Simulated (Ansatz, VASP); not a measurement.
## Two plane-wave programs on TiO2

The input POSCAR:

```
TiO2
1.0
   -1.8891186004      1.8891186004      4.7907139885
    1.8891186004     -1.8891186004      4.7907139885
    1.8891186004      1.8891186004     -4.7907139885
Ti O
2 4
Direct
    0.0000000000      0.0000000000      0.0000000000
    0.7500000000      0.2500000000      0.5000000000
    0.2072929117      0.2072929117      0.0000000000
    0.9572929117      0.4572929117      0.5000000000
    0.5427070883      0.0427070883      0.5000000000
    0.7927070883      0.7927070883      0.0000000000
```

The input INCAR.step1:

```
SYSTEM = TiO2
PREC = Accurate ; ENCUT = 520
ISMEAR = 0 ; SIGMA = 0.05
LREAL = .FALSE. ; LASPH = .TRUE.
NELM = 100 ; NBANDS = 33
GGA = PE ; ALGO = Normal
EDIFF = 1E-4 ; LWAVE = .TRUE.
LCHARG = .FALSE.
```

File INCAR.step2:

```
SYSTEM = TiO2
PREC = Accurate ; ENCUT = 520
EDIFF = 1E-6 ; ISMEAR = 0
SIGMA = 0.05 ; LREAL = .FALSE.
LASPH = .TRUE. ; NELM = 100
ALGO = Normal ; ISIF = 2
LWAVE = .FALSE. ; LCHARG = .FALSE.
METAGGA = R2SCAN ; LMIXTAU = .TRUE.
NBANDS = 33 ; ISTART = 1
```

Contents of KPOINTS:

```
regular mesh
0
G
  8 8 8
  0 0 0
```

Input for Ansatz:

```yaml
crystal:
  lattice:
    - [-1.8891186004, 1.8891186004, 4.7907139885]
    - [1.8891186004, -1.8891186004, 4.7907139885]
    - [1.8891186004, 1.8891186004, -4.7907139885]
  atoms:
    - { symbol: Ti, position: [0.0, 0.0, 0.0] }
    - { symbol: Ti, position: [0.75, 0.25, 0.5] }
    - { symbol: O, position: [0.2072929117, 0.2072929117, 0.0] }
    - { symbol: O, position: [0.9572929117, 0.4572929117, 0.5] }
    - { symbol: O, position: [0.5427070883, 0.0427070883, 0.5] }
    - { symbol: O, position: [0.7927070883, 0.7927070883, 0.0] }
basis:
  ecutwfc: 500
  ecutrho_ratio: 4
kpoints:
  mp_grid: { grid: [8, 8, 8] }
  band_path:
    path:
      - [[0.0, 0.0, 0.0], [0.0, 0.0, 0.5], [0.25, 0.25, 0.25], [0.0, 0.5, 0.0], [0.0, 0.0, 0.0], [0.5, 0.5, -0.5], [0.28887389, 0.71112611, -0.28887389]]
      - [[-0.28887389, 0.28887389, 0.28887389], [0.0, 0.0, 0.0]]
      - [[0.0, 0.0, 0.5], [-0.07774777, 0.07774777, 0.5]]
      - [[0.5, 0.5, -0.07774777], [0.5, 0.5, -0.5]]
    npoints: 14
hamiltonian:
  xc: r2scan
scf:
  occupations: { method: gaussian, width: 0.05 }
  n_extra_bands: 19
output:
  forces: true
  stress: true
  eigenvalues: true
  populations: true
  dos: { projected: true, de: 0.02, nscf_kmesh: { grid: [12, 12, 12] } }
  bader: true
```

Alike in both runs: task single point; functional r2SCAN; k mesh 8 × 8 × 8; occupations gaussian, width 0.05 eV; no spin polarisation.

```csv
,VASP,Ansatz
version,VASP 6.6.1,Ansatz 0.2.0
potentials or method,"VASP PAW PBE potentials, release 64 (Ti_sv, O), cutoff 520 eV","scalar-relativistic, plane waves, PAW"
valence electrons in the cell,48,48
```

```csv
,VASP,Ansatz,Ansatz less VASP
gap on the k mesh at the Fermi level (eV),2.59,2.57,-0.021
least direct gap on the mesh (eV),2.89,2.87,-0.028
pressure (GPa),1.2,0.0,-1.22
"traceless stress, the component that is largest in VASP (GPa)",-0.10,0.03,+0.126
rms of the force components (eV/Å),0.014,0.001,-0.0129
```

VASP's potentials were made for PBE, not for r2SCAN. Atom by atom the forces differ by 0.013 eV/Å (rms over components).
